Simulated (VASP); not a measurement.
Sc4Mo:

```xyz
5
Lattice="4.4089 0.0000 0.0000 0.0000 4.4089 0.0000 0.0000 0.0000 4.4089" Properties=species:S:1:pos:R:3 pbc="T T T"
Sc    2.2045    2.2045    2.2045
Sc    0.0000    2.2045    2.2045
Sc    2.2045    0.0000    2.2045
Sc    2.2045    2.2045    0.0000
Mo    0.0000    0.0000    0.0000
```

* Program: VASP 6.6.1
* Task: relaxation of cell and atoms
* Functional: PBE
* Potentials or basis: VASP PAW PBE potentials, release 64 (Sc_sv, Mo_sv)
* Cutoff: 600 eV
* k mesh: 4 × 4 × 4
* Occupations: gaussian, width 0.1 eV
* Spin: no spin polarisation

At the start: pressure 22.2 GPa; volume 17.14 Å³/atom.

**Question.** How do energy, volume and symmetry change on relaxing?

**Answer.** Over 4 steps the energy falls by 290.9 meV/atom and the volume is 22.56 Å³/atom (+31.6 %); space group Pm-3m (No. 221, to 0.05 Å).

The path:
```
step  energy change (eV)  largest force (eV/Å)  pressure (GPa)  volume (Å³)
   1              0.0000                0.0000           22.19        85.70
   2             -1.4133                0.0000           -2.19       118.64
   3             -1.4534                0.0000            0.38       111.87
   4             -1.4544                0.0000           -0.03       112.79
```

Final structure:
```
Sc Mo
1.0
     4.83164    0.00000    0.00000
     0.00000    4.83164    0.00000
     0.00000    0.00000    4.83164
Sc Mo
4 1
Direct
  0.50000 0.50000 0.50000
  0.00000 0.50000 0.50000
  0.50000 0.00000 0.50000
  0.50000 0.50000 0.00000
  0.00000 0.00000 0.00000
```

Caveat: the volume moved by over 15 % at a fixed basis, so the end points are rough.
